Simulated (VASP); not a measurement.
# P (Cmce) in VASP: further runs

The runs below take P through single point, with r2SCAN.

Program: VASP 6.6.1. These are calculated values, not measurements. Logs are shortened: lines on timing, memory, paths and dates and some standing lists are left out, and cuts for length are marked.

## (1) The cell of the first run

Symmetry: Cmce, No. 64, orthorhombic system. Conventional cell: a = 3.308 Å, b = 10.997 Å, c = 4.547 Å, α = 90.00°, β = 90.00°, γ = 90.00°. Within 2.9 Å of P (site symmetry m) lie 3 P at 2.21 to 2.25 Å.

## (2) Single point, r2SCAN

File POSCAR:

```
P
1.0
    1.6538346590     -5.4984059606      0.0000000000
    1.6538346590      5.4984059606      0.0000000000
    0.0000000000      0.0000000000      4.5468944061
P
4
Direct
    0.0955109276      0.9044890724      0.9118095445
    0.5955109276      0.4044890724      0.5881904555
    0.9044890724      0.0955109276      0.0881904555
    0.4044890724      0.5955109276      0.4118095445
```

File INCAR.step1:

```
PREC = Accurate
ENCUT = 520
ISMEAR = -1
SIGMA = 0.05
LREAL = F
LASPH = T
NELM = 60
NBANDS = 18
GGA = PE
ALGO = Normal
EDIFF = 1E-4
LWAVE = T
LCHARG = F
```

File INCAR.step2:

```
PREC = Accurate
ENCUT = 520
EDIFF = 1E-6
ISMEAR = -1
SIGMA = 0.05
LREAL = F
LASPH = T
NELM = 60
ALGO = Normal
ISIF = 2
LWAVE = F
LCHARG = F
METAGGA = R2SCAN
LMIXTAU = T
NBANDS = 18
ISTART = 1
```

File KPOINTS:

```
Automatic mesh
0
Gamma
  8 8 6
```

Potentials or basis: VASP PAW PBE potentials, release 64 (P).

Run with:

```bash
$ cat potpaw_PBE.64/P/POTCAR > POTCAR
$ cp INCAR.step1 INCAR
$ mpirun -np 1 vasp_std > vasp.out
$ cp INCAR.step2 INCAR
$ mpirun -np 1 vasp_std > vasp.out
```

OUTCAR:

```text
PREC = Accurate
   ENCUT = 520
   EDIFF = 1E-6
   ISMEAR = -1
   LREAL = F
   LASPH = T
   NELM = 60
   ISIF = 2
   METAGGA = R2SCAN
   ISTART = 1

 ion  position               nearest neighbor table
   1  0.096  0.904  0.912-   2 2.21   2 2.21   3 2.25
   2  0.596  0.404  0.588-   1 2.21   1 2.21   4 2.25
   3  0.904  0.096  0.088-   4 2.21   4 2.21   1 2.25
   4  0.404  0.596  0.412-   3 2.21   3 2.21   2 2.25

  LATTYP: Found a base centered orthorhombic cell.
 ALAT       =     3.3076693180
 B/A-ratio  =     3.3246406651
 C/A-ratio  =     1.3746520492

  Lattice vectors:

 A1 = (   1.6538346590,  -5.4984059606,   0.0000000000)
 A2 = (   1.6538346590,   5.4984059606,   0.0000000000)
 A3 = (   0.0000000000,   0.0000000000,   4.5468944061)

Analysis of symmetry for initial positions (statically):
=====================================================================
 Subroutine PRICEL returns:
 Original cell was already a primitive cell.

 Routine SETGRP: Setting up the symmetry group for a
 base centered orthorhombic supercell.

 Subroutine GETGRP returns: Found  8 space group operations
 (whereof  4 operations were pure point group operations)
 out of a pool of  8 trial point group operations.

The static configuration has the point symmetry C_2h.
 The point group associated with its full space group is D_2h.

Analysis of symmetry for dynamics (positions and initial velocities):
=====================================================================
 Subroutine PRICEL returns:
 Original cell was already a primitive cell.

 Routine SETGRP: Setting up the symmetry group for a
 base centered orthorhombic supercell.

 Subroutine GETGRP returns: Found  8 space group operations
 (whereof  4 operations were pure point group operations)
 out of a pool of  8 trial point group operations.

The dynamic configuration has the point symmetry C_2h.
 The point group associated with its full space group is D_2h.

 Subroutine INISYM returns: Found  8 space group operations
 (whereof  4 operations are pure point group operations),
 and found     1 'primitive' translations

----------------------------------------------------------------------------------------

                                     Primitive cell

  volume of cell :      82.6940

  direct lattice vectors                    reciprocal lattice vectors
     1.653834659 -5.498405961  0.000000000     0.302327683 -0.090935446  0.000000000
     1.653834659  5.498405961  0.000000000     0.302327683  0.090935446  0.000000000
     0.000000000  0.000000000  4.546894406     0.000000000  0.000000000  0.219930333

  length of vectors
     5.741745134  5.741745134  4.546894406     0.315707591  0.315707591  0.219930333

  position of ions in fractional coordinates (direct lattice)
     0.095510928  0.904489072  0.911809545
     0.595510928  0.404489072  0.588190455
     0.904489072  0.095510928  0.088190455
     0.404489072  0.595510928  0.411809545

  ion indices of the primitive-cell ions
   primitive index   ion index
                 1           1
                 2           2
                 3           3
                 4           4

----------------------------------------------------------------------------------------

 KPOINTS: Automatic mesh

Automatic generation of k-mesh.
 Grid dimensions read from file:
 generate k-points for:    8    8    6

 Generating k-lattice:

  Cartesian coordinates                     Fractional coordinates (reciprocal lattice)
     0.037790960 -0.011366931  0.000000000     0.125000000  0.000000000  0.000000000
     0.037790960  0.011366931  0.000000000     0.000000000  0.125000000  0.000000000
     0.000000000  0.000000000  0.036655055     0.000000000  0.000000000  0.166666667

  Length of vectors
     0.039463449  0.039463449  0.036655055

  Shift w.r.t. Gamma in fractional coordinates (k-lattice)
     0.000000000  0.000000000  0.000000000

 Subroutine IBZKPT returns following result:
 ===========================================

 Found     84 irreducible k-points:

 Following reciprocal coordinates:
            Coordinates               Weight
  0.000000  0.000000  0.000000      1.000000
  0.125000  0.000000  0.000000      4.000000
  0.250000  0.000000  0.000000      4.000000
  0.375000  0.000000  0.000000      4.000000
  0.500000  0.000000  0.000000      2.000000
  0.125000  0.125000  0.000000      2.000000
[... 16 lines left out ...]
  0.125000  0.000000  0.166667      8.000000
  0.250000  0.000000  0.166667      8.000000
 [... further k-points ...]
   k-points           NKPTS =     84   k-points in BZ     NKDIM =     84   number of bands    NBANDS=     18
   number of dos      NEDOS =    301   number of ions     NIONS =      4
   total plane-waves  NPLWV =  82944
   dimension x,y,z NGX =    48 NGY =   48 NGZ =   36
   dimension x,y,z NGXF=    96 NGYF=   96 NGZF=   72
   ions per type =               4
   NGX,Y,Z   is equivalent  to a cutoff of  13.90, 13.90, 13.16 a.u.
   NGXF,Y,Z  is equivalent  to a cutoff of  27.80, 27.80, 26.33 a.u.
 SYSTEM =  unknown system
   PREC   = accura    normal or accurate (medium, high low for compatibility)
   ISTART =      1    job   : 0-new  1-cont  2-samecut
   ICHARG =      0    charge: 1-file 2-atom 10-const
   ISPIN  =      1    spin polarized calculation?
   LNONCOLLINEAR =      F non collinear calculations
   LSORBIT =      F    spin-orbit coupling
   LASPH  =      T    aspherical Exc in radial PAW
   ENCUT  =  520.0 eV  38.22 Ry    6.18 a.u.  10.68 10.68  8.45*2*pi/ulx,y,z
   NELM   =     60;   NELMIN=  2; NELMDL=  0     # of ELM steps
   EDIFF  = 0.1E-05   stopping-criterion for ELM
   LREAL  =      F    real-space projection
   EDIFFG = 0.1E-04   stopping-criterion for IOM
   NSW    =      0    number of steps for IOM
   IBRION =     -1    ionic relax: 0-MD 1-quasi-New 2-CG
   NFREE  =      0    steps in history (QN), initial steepest desc. (CG)
   ISIF   =      2    stress and relaxation
   ISYM   =      2    0-nonsym 1-usesym 2-fastsym
   POTIM  = 0.5000    time-step for ionic-motion
   TEBEG  =    0.0;   TEEND  =   0.0 temperature during run
   PSTRESS=    0.0 pullay stress
   NELECT =      20.0000    total number of electrons
   NUPDOWN=      -1.0000    fix difference up-down
   EMIN   =  10.00;   EMAX   =-10.00  energy-range for DOS
   EFERMI =   0.00;   METHOD = LEGACY
   ISMEAR =    -1;   SIGMA  =   0.05  broadening in eV -4-tet -1-fermi 0-gaus
   EFERMI_NEDOS =   21; number of points for ismear=-14 and -15
   IALGO  =     38    algorithm
   IMIX   =      4    mixing-type and parameters
     AMIX     =   0.40;   BMIX     =  1.00
     AMIX_MAG =   1.60;   BMIX_MAG =  1.00
  volume/ion in A,a.u.               =      20.67       139.51
  Fermi-wavevector in a.u.,A,eV,Ry     =   1.019985  1.927491 14.155072  1.040368
  Thomas-Fermi vector in A             =   2.153529
   LORBIT       =      0    0 simple, 1 ext, 2 COOP (PROOUT), +10 PAW based schemes
   METAGGA = R2SCAN    functional components
   LHFCALC =     F    Hartree Fock is set to
   AEXX    =    0.0000 exact exchange contribution
   IVDW    =     0    specifies the selected vdW correction
   LEPSILON=     F    determine dielectric tensor
   LRPA    =     F    only Hartree local field effects (RPA)
 non-spin polarized calculation
  energy-cutoff  :      520.00
  volume of cell :       82.69
 maximum number of plane-waves:      2242
 NGX is ok and might be reduce to    48
   NGX = 21   NGY = 21   NGZ = 17

 number of electron      20.0000001 magnetization

 Free energy of the ion-electron system (eV)
  ---------------------------------------------------
  ext. energy  EPLUGINS =         0.00000000
  ---------------------------------------------------
  free energy    TOTEN  =       -35.91993913 eV

  energy without entropy =      -35.91981219  energy(sigma->0) =      -35.91987566

 E-fermi :   5.7973     XC(G=0):  -9.8145

 val. band max:        5.6538085991   @ k =   0.5000   0.5000   0.0000
 cond. band min:       5.9394094342   @ k =   0.5000   0.5000   0.0000
 fundamental gap:      0.2856008351
 Fermi energy:         5.7972966739

 k-point     1 :       0.0000    0.0000    0.0000
  band No.  band energies     occupation
      1     -10.8561      2.00000
      2      -7.9790      2.00000
      3      -4.5671      2.00000
      4      -1.3569      2.00000
      5       0.5634      2.00000
      6       0.6098      2.00000
[... 10 lines left out ...]
     17      13.0146      0.00000
     18      13.4423      0.00000

 k-point     2 :       0.1250    0.0000    0.0000
  band No.  band energies     occupation
      1     -10.6565      2.00000
      2      -7.7871      2.00000
      3      -4.6661      2.00000
      4      -1.1843      2.00000
      5       0.1576      2.00000
      6       0.4730      2.00000
[... 10 lines left out ...]
     17      11.9340      0.00000
     18      12.9895      0.00000

 k-point     3 :       0.2500    0.0000    0.0000
  band No.  band energies     occupation
      1     -10.0646      2.00000
      2      -7.2123      2.00000
      3      -5.2115      2.00000
      4      -1.4039      2.00000
      5      -0.7091      2.00000
      6      -0.5594      2.00000
[... 10 lines left out ...]
     17      11.5477      0.00000
     18      12.8317      0.00000

 k-point     4 :       0.3750    0.0000    0.0000
  band No.  band energies     occupation
      1      -9.1052      2.00000
      2      -6.4138      2.00000
      3      -6.2580      2.00000
      4      -3.2776      2.00000
      5      -0.6242      2.00000
      6      -0.1591      2.00000
[... 375 lines left out ...]
      4      -1.6570      2.00000
      5       0.2436      2.00000
      6       1.1760      2.00000
[... 10 lines left out ...]
     17      13.3460      0.00000
     18      13.7362      0.00000

 k-point    23 :       0.1250    0.0000    0.1667
  band No.  band energies     occupation
      1     -10.5096      2.00000
      2      -8.0366      2.00000
      3      -4.5871      2.00000
      4      -1.5666      2.00000
      5       0.1371      2.00000
      6       0.3083      2.00000
[... 10 lines left out ...]
     17      12.6851      0.00000
     18      13.1704      0.00000

 k-point    24 :       0.2500    0.0000    0.1667
  band No.  band energies     occupation
      1      -9.9221      2.00000
      2      -7.4911      2.00000
      3      -4.9946      2.00000
      4      -1.8686      2.00000
      5      -0.8244      2.00000
      6      -0.3940      2.00000
[... 10 lines left out ...]
     17      11.5979      0.00000
     18      12.9042      0.00000

 [... further k-points ...]

------------------------ aborting loop because EDIFF is reached ----------------------------------------

  FORCE on cell =-STRESS in cart. coord.  units (eV):
  Direction    XX          YY          ZZ          XY          YZ          ZX
  --------------------------------------------------------------------------------------
  -------------------------------------------------------------------------------------
  Total       -0.5222621     -0.1748362     -0.3571522      0.0000000      0.0000000      0.0000000
  in kB      -10.1187141     -3.3874134     -6.9197465      0.0000000      0.0000000      0.0000000
  external PRESSURE =      -6.8086247 kB  Pullay stress =       0.0000000 kB

 VOLUME and BASIS-vectors are now :
 -----------------------------------------------------------------------------
  energy-cutoff  :      520.00
  volume of cell :       82.69
      direct lattice vectors                 reciprocal lattice vectors
     1.653834659 -5.498405961  0.000000000     0.302327683 -0.090935446  0.000000000
     1.653834659  5.498405961  0.000000000     0.302327683  0.090935446  0.000000000
     0.000000000  0.000000000  4.546894406     0.000000000  0.000000000  0.219930333

 POSITION                                       TOTAL-FORCE (eV/Angst)
 -----------------------------------------------------------------------------------
      1.65383      4.44809      4.14590         0.000000      0.041613     -0.091288
      1.65383     -1.05032      2.67444         0.000000      0.041613      0.091288
      1.65383     -4.44809      0.40099         0.000000     -0.041613      0.091288
      1.65383      1.05032      1.87245         0.000000     -0.041613     -0.091288
 -----------------------------------------------------------------------------------
    total drift:                               -0.000000     -0.000000     -0.000000

  FREE ENERGIE OF THE ION-ELECTRON SYSTEM (eV)
  ---------------------------------------------------
  free  energy   TOTEN  =       -35.9199391255 eV

  energy  without entropy=      -35.9198121902  energy(sigma->0) =      -35.91987566
```

It took 13 min on 1 thread of AMD EPYC 9755, shared host; peak memory 0.29 GiB.

Results:

```yaml
Free_energy: -35.9199 eV
Pressure: -0.7 GPa
Largest_force: 0.100 eV/Å
Band_gap_on_the_k_mesh: 0.29 eV
```

Forces on the atoms (eV/Å):
```
P    0.000  0.042 -0.091
P    0.000  0.042  0.091
P    0.000 -0.042  0.091
P    0.000 -0.042 -0.091
```

Stress tensor (GPa, compression positive):
```
-1.01  0.00  0.00
 0.00 -0.34  0.00
 0.00  0.00 -0.69
```

Caveat: the PAW data sets were made with another functional, which shifts forces and pressure a little.

[end of part 1 of 2]
